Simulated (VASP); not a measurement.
# Si (Fd-3m) in VASP: settings compared

Si is run at these levels: r2SCAN, HSE06; tasks: single point.

Everything below comes from runs of VASP 6.6.1. Logs are shortened: lines on timing, memory, paths and dates and some standing lists are left out, and cuts for length are marked.

### Step 1. The cell of the first run

Symmetry: Fd-3m, No. 227, cubic system. Conventional cell: a = 5.335 Å, b = 5.335 Å, c = 5.335 Å, α = 90.00°, β = 90.00°, γ = 90.00°. Si (site symmetry -43m) has 4 Si at 2.31 Å within 3.1 Å.

### Step 2. Single point, r2SCAN (strain -2.0%)

File POSCAR:

```
Si
1.0
    0.0000000000      2.6676765177      2.6676765177
    2.6676765177      0.0000000000      2.6676765177
    2.6676765177      2.6676765177      0.0000000000
Si
2
Direct
    0.0000000000      0.0000000000      0.0000000000
    0.2500000000      0.2500000000      0.2500000000
```

File INCAR.step1:

```
SYSTEM = Si
PREC = Accurate
ENCUT = 520
ISMEAR = 0
SIGMA = 0.01
LREAL = .False.
LASPH = .True.
NELM = 60
NBANDS = 11
GGA = PE
ALGO = Normal
EDIFF = 1E-4
LWAVE = .True.
LCHARG = .False.
```

File INCAR.step2:

```
SYSTEM = Si
PREC = Accurate
ENCUT = 520
EDIFF = 1E-6
ISMEAR = 0
SIGMA = 0.01
LREAL = .False.
LASPH = .True.
NELM = 60
ALGO = Normal
ISIF = 2
LWAVE = .False.
LCHARG = .True.
METAGGA = R2SCAN
LMIXTAU = .True.
LELF = .True.
LVHAR = .True.
NBANDS = 11
ISTART = 1
```

File KPOINTS:

```
regular mesh
0
Gamma
  8 8 8
  0 0 0
```

Potentials or basis: VASP PAW PBE potentials, release 64 (Si).

Launch:

```bash
$ cat potpaw_PBE.64/Si/POTCAR > POTCAR
$ cp INCAR.step1 INCAR
$ mpirun -np 1 vasp_std > vasp.out
$ cp INCAR.step2 INCAR
$ mpirun -np 1 vasp_std > vasp.out
```

OUTCAR:

```text
SYSTEM = Si
   PREC = Accurate
   ENCUT = 520
   EDIFF = 1E-6
   ISMEAR = 0
   LREAL = .False.
   LASPH = .True.
   NELM = 60
   ISIF = 2
   METAGGA = R2SCAN
   ISTART = 1

 ion  position               nearest neighbor table
   1  0.000  0.000  0.000-   2 2.31   2 2.31   2 2.31   2 2.31
   2  0.250  0.250  0.250-   1 2.31   1 2.31   1 2.31   1 2.31

  LATTYP: Found a face centered cubic cell.
 ALAT       =     5.3353530354

  Lattice vectors:

 A1 = (   0.0000000000,   2.6676765177,   2.6676765177)
 A2 = (   2.6676765177,   0.0000000000,   2.6676765177)
 A3 = (   2.6676765177,   2.6676765177,   0.0000000000)

Analysis of symmetry for initial positions (statically):
=====================================================================
 Subroutine PRICEL returns:
 Original cell was already a primitive cell.

 Routine SETGRP: Setting up the symmetry group for a
 face centered cubic supercell.

 Subroutine GETGRP returns: Found 48 space group operations
 (whereof 24 operations were pure point group operations)
 out of a pool of 48 trial point group operations.

The static configuration has the point symmetry T_d .
 The point group associated with its full space group is O_h .

Analysis of symmetry for dynamics (positions and initial velocities):
=====================================================================
 Subroutine PRICEL returns:
 Original cell was already a primitive cell.

 Routine SETGRP: Setting up the symmetry group for a
 face centered cubic supercell.

 Subroutine GETGRP returns: Found 48 space group operations
 (whereof 24 operations were pure point group operations)
 out of a pool of 48 trial point group operations.

The dynamic configuration has the point symmetry T_d .
 The point group associated with its full space group is O_h .

 Subroutine INISYM returns: Found 48 space group operations
 (whereof 24 operations are pure point group operations),
 and found     1 'primitive' translations

----------------------------------------------------------------------------------------

                                     Primitive cell

  volume of cell :      37.9690

  direct lattice vectors                    reciprocal lattice vectors
     0.000000000  2.667676518  2.667676518    -0.187429022  0.187429022  0.187429022
     2.667676518  0.000000000  2.667676518     0.187429022 -0.187429022  0.187429022
     2.667676518  2.667676518  0.000000000     0.187429022  0.187429022 -0.187429022

  length of vectors
     3.772664311  3.772664311  3.772664311     0.324636588  0.324636588  0.324636588

  position of ions in fractional coordinates (direct lattice)
     0.000000000  0.000000000  0.000000000
     0.250000000  0.250000000  0.250000000

  ion indices of the primitive-cell ions
   primitive index   ion index
                 1           1
                 2           2

----------------------------------------------------------------------------------------

 KPOINTS: regular mesh

Automatic generation of k-mesh.
 Grid dimensions read from file:
 generate k-points for:    8    8    8

 Generating k-lattice:

  Cartesian coordinates                     Fractional coordinates (reciprocal lattice)
    -0.023428628  0.023428628  0.023428628     0.125000000  0.000000000  0.000000000
     0.023428628 -0.023428628  0.023428628     0.000000000  0.125000000  0.000000000
     0.023428628  0.023428628 -0.023428628     0.000000000  0.000000000  0.125000000

  Length of vectors
     0.040579574  0.040579574  0.040579574

  Shift w.r.t. Gamma in fractional coordinates (k-lattice)
     0.000000000  0.000000000  0.000000000

 Subroutine IBZKPT returns following result:
 ===========================================

 Found     29 irreducible k-points:

 Following reciprocal coordinates:
            Coordinates               Weight
  0.000000  0.000000  0.000000      1.000000
  0.125000  0.000000  0.000000      8.000000
  0.250000  0.000000  0.000000      8.000000
  0.375000  0.000000  0.000000      8.000000
  0.500000  0.000000  0.000000      4.000000
  0.125000  0.125000  0.000000      6.000000
[... 16 lines left out ...]
  0.500000  0.250000  0.125000     48.000000
 -0.375000  0.250000  0.125000     24.000000
 [... further k-points ...]
   k-points           NKPTS =     29   k-points in BZ     NKDIM =     29   number of bands    NBANDS=     11
   number of dos      NEDOS =    301   number of ions     NIONS =      2
   total plane-waves  NPLWV =  21952
   dimension x,y,z NGX =    28 NGY =   28 NGZ =   28
   dimension x,y,z NGXF=    56 NGYF=   56 NGZF=   56
   ions per type =               2
   NGX,Y,Z   is equivalent  to a cutoff of  12.34, 12.34, 12.34 a.u.
   NGXF,Y,Z  is equivalent  to a cutoff of  24.68, 24.68, 24.68 a.u.
 SYSTEM =  Si
   PREC   = accura    normal or accurate (medium, high low for compatibility)
   ISTART =      1    job   : 0-new  1-cont  2-samecut
   ICHARG =      0    charge: 1-file 2-atom 10-const
   ISPIN  =      1    spin polarized calculation?
   LNONCOLLINEAR =      F non collinear calculations
   LSORBIT =      F    spin-orbit coupling
   LASPH  =      T    aspherical Exc in radial PAW
   ENCUT  =  520.0 eV  38.22 Ry    6.18 a.u.   7.01  7.01  7.01*2*pi/ulx,y,z
   NELM   =     60;   NELMIN=  2; NELMDL=  0     # of ELM steps
   EDIFF  = 0.1E-05   stopping-criterion for ELM
   LREAL  =      F    real-space projection
   EDIFFG = 0.1E-04   stopping-criterion for IOM
   NSW    =      0    number of steps for IOM
   IBRION =     -1    ionic relax: 0-MD 1-quasi-New 2-CG
   NFREE  =      0    steps in history (QN), initial steepest desc. (CG)
   ISIF   =      2    stress and relaxation
   ISYM   =      2    0-nonsym 1-usesym 2-fastsym
   POTIM  = 0.5000    time-step for ionic-motion
   TEBEG  =    0.0;   TEEND  =   0.0 temperature during run
   PSTRESS=    0.0 pullay stress
   NELECT =       8.0000    total number of electrons
   NUPDOWN=      -1.0000    fix difference up-down
   EMIN   =  10.00;   EMAX   =-10.00  energy-range for DOS
   EFERMI =   0.00;   METHOD = LEGACY
   ISMEAR =     0;   SIGMA  =   0.01  broadening in eV -4-tet -1-fermi 0-gaus
   EFERMI_NEDOS =   21; number of points for ismear=-14 and -15
   IALGO  =     38    algorithm
   IMIX   =      4    mixing-type and parameters
     AMIX     =   0.40;   BMIX     =  1.00
     AMIX_MAG =   1.60;   BMIX_MAG =  1.00
  volume/ion in A,a.u.               =      18.98       128.11
  Fermi-wavevector in a.u.,A,eV,Ry     =   0.974156  1.840887 12.911645  0.948979
  Thomas-Fermi vector in A             =   2.104593
   LORBIT       =      0    0 simple, 1 ext, 2 COOP (PROOUT), +10 PAW based schemes
   METAGGA = R2SCAN    functional components
   LHFCALC =     F    Hartree Fock is set to
   AEXX    =    0.0000 exact exchange contribution
   IVDW    =     0    specifies the selected vdW correction
   LEPSILON=     F    determine dielectric tensor
   LRPA    =     F    only Hartree local field effects (RPA)
 non-spin polarized calculation
 Gauss-broadening in eV      SIGMA  =   0.01
  energy-cutoff  :      520.00
  volume of cell :       37.97
 maximum number of plane-waves:      1036
   NGX = 13   NGY = 13   NGZ = 13

 number of electron       8.0000000 magnetization

 Free energy of the ion-electron system (eV)
  ---------------------------------------------------
  ext. energy  EPLUGINS =         0.00000000
  ---------------------------------------------------
  free energy    TOTEN  =       -17.50387638 eV

  energy without entropy =      -17.50387638  energy(sigma->0) =      -17.50387638

 E-fermi :   6.4099     XC(G=0): -10.0680

 val. band max:        6.2940703717   @ k =   0.0000   0.0000   0.0000
 cond. band min:       7.0207793614   @ k =   0.3750   0.3750   0.0000
 fundamental gap:      0.7267089897
 Fermi energy:         6.4098750698

 k-point     1 :       0.0000    0.0000    0.0000
  band No.  band energies     occupation
      1      -6.6203      2.00000
      2       6.2941      2.00000
      3       6.2941      2.00000
      4       6.2941      2.00000
      5       9.0747      0.00000
      6       9.0747      0.00000
      7       9.0747      0.00000
      8      10.9531      0.00000
      9      14.4418      0.00000
     10      14.4418      0.00000
     11      15.2514      0.00000

 k-point     2 :       0.1250    0.0000    0.0000
  band No.  band energies     occupation
      1      -6.3955      2.00000
      2       4.6300      2.00000
      3       5.9725      2.00000
      4       5.9725      2.00000
      5       9.2292      0.00000
      6       9.5476      0.00000
      7       9.5476      0.00000
      8      12.1455      0.00000
      9      13.9426      0.00000
     10      13.9426      0.00000
     11      16.0686      0.00000

 k-point     3 :       0.2500    0.0000    0.0000
  band No.  band energies     occupation
      1      -5.7387      2.00000
      2       2.1121      2.00000
      3       5.4530      2.00000
      4       5.4530      2.00000
      5       8.8544      0.00000
      6      10.0958      0.00000
      7      10.0958      0.00000
      8      13.9420      0.00000
      9      13.9420      0.00000
     10      14.3352      0.00000
     11      16.2265      0.00000

 k-point     4 :       0.3750    0.0000    0.0000
  band No.  band energies     occupation
      1      -4.7467      2.00000
      2      -0.1027      2.00000
      3       5.0943      2.00000
      4       5.0943      2.00000
      5       8.5091      0.00000
      6       9.9884      0.00000
      7       9.9884      0.00000
      8      14.9274      0.00000
      9      15.5158      0.00000
     10      15.5158      0.00000
     11      17.3037      0.00000
[... 239 lines left out ...]
 k-point    22 :       0.3750    0.2500    0.1250
  band No.  band energies     occupation
      1      -5.1547      2.00000
      2       1.7952      2.00000
      3       3.3061      2.00000
      4       4.7271      2.00000
      5       9.0035      0.00000
      6      10.7052      0.00000
      7      10.8509      0.00000
      8      12.3550      0.00000
      9      14.8206      0.00000
     10      17.7228      0.00000
     11      18.5429      0.00000

 k-point    23 :       0.5000    0.2500    0.1250
  band No.  band energies     occupation
      1      -4.1690      2.00000
      2       0.0719      2.00000
      3       2.6723      2.00000
      4       4.1611      2.00000
      5       9.4790      0.00000
      6      10.2352      0.00000
      7      11.8269      0.00000
      8      12.8213      0.00000
      9      16.1647      0.00000
     10      17.0053      0.00000
     11      19.3386      0.00000

 k-point    24 :      -0.3750    0.2500    0.1250
  band No.  band energies     occupation
      1      -3.4326      2.00000
      2      -0.9930      2.00000
      3       2.5493      2.00000
      4       3.9000      2.00000
      5       9.6634      0.00000
      6       9.7999      0.00000
      7      12.7961      0.00000
      8      14.0710      0.00000
      9      14.4760      0.00000
     10      17.7571      0.00000
     11      19.1921      0.00000

 [... further k-points ...]
[... 5 lines left out ...]
  --------------------------------------------------------------------------------------
  -------------------------------------------------------------------------------------
  Total        1.5214033      1.5214033      1.5214033     -0.0000000      0.0000000      0.0000000
  in kB       64.1985818     64.1985818     64.1985818     -0.0000000      0.0000000      0.0000000
  external PRESSURE =      64.1985818 kB  Pullay stress =       0.0000000 kB

 VOLUME and BASIS-vectors are now :
 -----------------------------------------------------------------------------
  energy-cutoff  :      520.00
  volume of cell :       37.97
      direct lattice vectors                 reciprocal lattice vectors
     0.000000000  2.667676518  2.667676518    -0.187429022  0.187429022  0.187429022
     2.667676518  0.000000000  2.667676518     0.187429022 -0.187429022  0.187429022
     2.667676518  2.667676518  0.000000000     0.187429022  0.187429022 -0.187429022

 POSITION                                       TOTAL-FORCE (eV/Angst)
 -----------------------------------------------------------------------------------
      0.00000      0.00000      0.00000         0.000000      0.000000      0.000000
      1.33384      1.33384      1.33384        -0.000000     -0.000000     -0.000000
 -----------------------------------------------------------------------------------
    total drift:                                0.000000      0.000000     -0.000000

  FREE ENERGIE OF THE ION-ELECTRON SYSTEM (eV)
  ---------------------------------------------------
  free  energy   TOTEN  =       -17.5038763803 eV

  energy  without entropy=      -17.5038763803  energy(sigma->0) =      -17.50387638
```

It took 27 s on 1 thread of Intel Xeon 6975P-C, shared host; peak memory 0.15 GiB.

Results:

- Free energy: -17.5039 eV
- Pressure: 6.4 GPa
- Band gap on the k mesh: 0.73 eV, indirect (least direct gap 2.78 eV)

Levels at points of the mesh, in eV from the valence-band top:
```csv
k point,band 1,band 2,band 3,band 4,band 5,band 6,band 7,band 8
"(0.00, 0.00, 0.00)",-12.91,0.00,0.00,0.00,2.78,2.78,2.78,4.66
"(0.50, 0.00, 0.00)",-10.32,-7.54,-1.32,-1.32,2.09,3.56,3.56,8.43
"(0.50, 0.50, 0.00)",-8.34,-8.34,-3.16,-3.16,0.81,0.81,11.38,11.38
```

Caveat: the cell differs from its parent crystal (strain -2.0%); the PAW data sets were made with another functional, which shifts forces and pressure a little. A k mesh can miss the band edges.

### Step 3. Single point, HSE06 (strain -4.0%)

File POSCAR:

```
Si
1.0
    0.0000000000      2.6132341398      2.6132341398
    2.6132341398      0.0000000000      2.6132341398
    2.6132341398      2.6132341398      0.0000000000
Si
2
Direct
    0.0000000000      0.0000000000      0.0000000000
    0.2500000000      0.2500000000      0.2500000000
```

File INCAR.step1:

```
  ALGO = Normal
  EDIFF = 1E-5
  ENCUT = 520
  GGA = PE
  ISIF = 2
  ISMEAR = 0
  LASPH = True
  LCHARG = False
  LREAL = False
  LWAVE = True
  NBANDS = 11
  NELM = 60
  PREC = Accurate
  SIGMA = 0.01
```

File INCAR.step2:

```
  ALGO = Normal
  EDIFF = 1E-6
  ENCUT = 520
  GGA = PE
  HFSCREEN = 0.2079
  ISIF = 2
  ISMEAR = 0
  ISTART = 1
  LASPH = True
  LCHARG = False
  LHFCALC = True
  LREAL = False
  LWAVE = False
  NBANDS = 11
  NELM = 60
  PREC = Accurate
  PRECFOCK = Normal
  SIGMA = 0.01
```

File KPOINTS:

```
k-points
0
Gamma
  6 6 6
```

Potentials or basis: VASP PAW PBE potentials, release 64 (Si).

Launch:

```bash
$ cat potpaw_PBE.64/Si/POTCAR > POTCAR
$ cp INCAR.step1 INCAR
$ mpirun -np 1 vasp_std > vasp.out
$ cp INCAR.step2 INCAR
$ mpirun -np 1 vasp_std > vasp.out
```

It took 5.7 min on 1 thread of Intel Xeon Platinum 8488C (Sapphire Rapids), shared host; peak memory 0.25 GiB.

The run converged. Its results:

| Property | Result |
| --- | --- |
| Free energy | -12.3478 eV |
| Pressure | 14.7 GPa |
| Band gap on the k mesh | 1.04 eV, indirect (least direct gap 3.38 eV) |

Levels at points of the mesh, in eV from the valence-band top:
```csv
k point,band 1,band 2,band 3,band 4,band 5,band 6,band 7,band 8,band 9
"(0.00, 0.00, 0.00)",-14.19,0.00,0.00,0.00,3.38,3.38,3.38,5.80,8.87
"(0.50, 0.00, 0.00)",-11.26,-8.35,-1.42,-1.42,2.70,4.07,4.07,8.77,12.15
"(0.50, 0.50, 0.00)",-9.10,-9.10,-3.48,-3.48,1.04,1.04,12.56,12.56,12.66
```

Caveat: the cell differs from its parent crystal (strain -4.0%); the PAW data sets were made with another functional, which shifts forces and pressure a little. A k mesh can miss the band edges.

### Step 4. Single point, HSE06 (strain -3.0%)

File POSCAR:

```
Si
1.0
    0.0000000000      2.6404553288      2.6404553288
    2.6404553288      0.0000000000      2.6404553288
    2.6404553288      2.6404553288      0.0000000000
Si
2
Direct
    0.0000000000      0.0000000000      0.0000000000
    0.2500000000      0.2500000000      0.2500000000
```

File INCAR.step1:

```
SYSTEM = Si
ALGO = Normal ; EDIFF = 1E-5
ENCUT = 520 ; GGA = PE
ISIF = 2 ; ISMEAR = 0
LASPH = .TRUE. ; LCHARG = .FALSE.
LREAL = .FALSE. ; LWAVE = .TRUE.
NBANDS = 11 ; NELM = 80
PREC = Accurate ; SIGMA = 0.01
```

File INCAR.step2:

```
SYSTEM = Si
ALGO = Normal ; EDIFF = 1E-6
ENCUT = 520 ; GGA = PE
HFSCREEN = 0.2079 ; ISIF = 2
ISMEAR = 0 ; ISTART = 1
LASPH = .TRUE. ; LCHARG = .FALSE.
LHFCALC = .TRUE. ; LREAL = .FALSE.
LWAVE = .FALSE. ; NBANDS = 11
NELM = 80 ; PREC = Accurate
PRECFOCK = Normal ; SIGMA = 0.01
```

File KPOINTS:

```
k-points
0
G
  6 6 6
  0 0 0
```

Launch:

```bash
$ cat potpaw_PBE.64/Si/POTCAR > POTCAR
$ cp INCAR.step1 INCAR
$ mpirun -np 1 vasp_std > vasp.out
$ cp INCAR.step2 INCAR
$ mpirun -np 1 vasp_std > vasp.out
```

It took 6.6 min on 1 thread of Intel Xeon Platinum 8488C (Sapphire Rapids), shared host; peak memory 0.25 GiB.

It converged, with:

```
Free energy            : -12.4352 eV
Pressure               : 10.2 GPa
Band gap on the k mesh : 1.11 eV, indirect (least direct gap 3.37 eV)
```

Levels at points of the mesh, in eV from the valence-band top:
```tsv
k point	band 2	band 3	band 4	band 5	band 6	band 7
(0.00, 0.00, 0.00)	0.00	0.00	0.00	3.37	3.37	3.37
(0.50, 0.00, 0.00)	-8.17	-1.39	-1.39	2.58	4.09	4.09
(0.50, 0.50, 0.00)	-8.98	-3.38	-3.38	1.11	1.11	12.27
```

Caveat: the cell differs from its parent crystal (strain -3.0%); the PAW data sets were made with another functional, which shifts forces and pressure a little. A k mesh can miss the band edges.

### Step 5. The runs side by side

```csv
level,cell,k mesh,grid for exact exchange (PRECFOCK),screening parameter,gap on the mesh (eV),pressure (GPa)
r2SCAN,"a = 3.773 Å, angles 60.0°, 2 atoms",8 × 8 × 8,-,-,0.73,6.4
HSE06,"a = 3.696 Å, angles 60.0°, 2 atoms",6 × 6 × 6,Normal,0.2079 1/Å,1.04,14.7
HSE06,"a = 3.734 Å, angles 60.0°, 2 atoms",6 × 6 × 6,Normal,0.2079 1/Å,1.11,10.2
```

Alike in all rows: task single point; potentials or basis VASP PAW PBE potentials, release 64 (Si); no spin polarisation; cutoff (eV) 520; smearing gaussian 0.01 eV.

Caveats: the PAW data sets were made with another functional, which shifts forces and pressure a little.

Absolute energies hang on the potentials; compare differences alone.
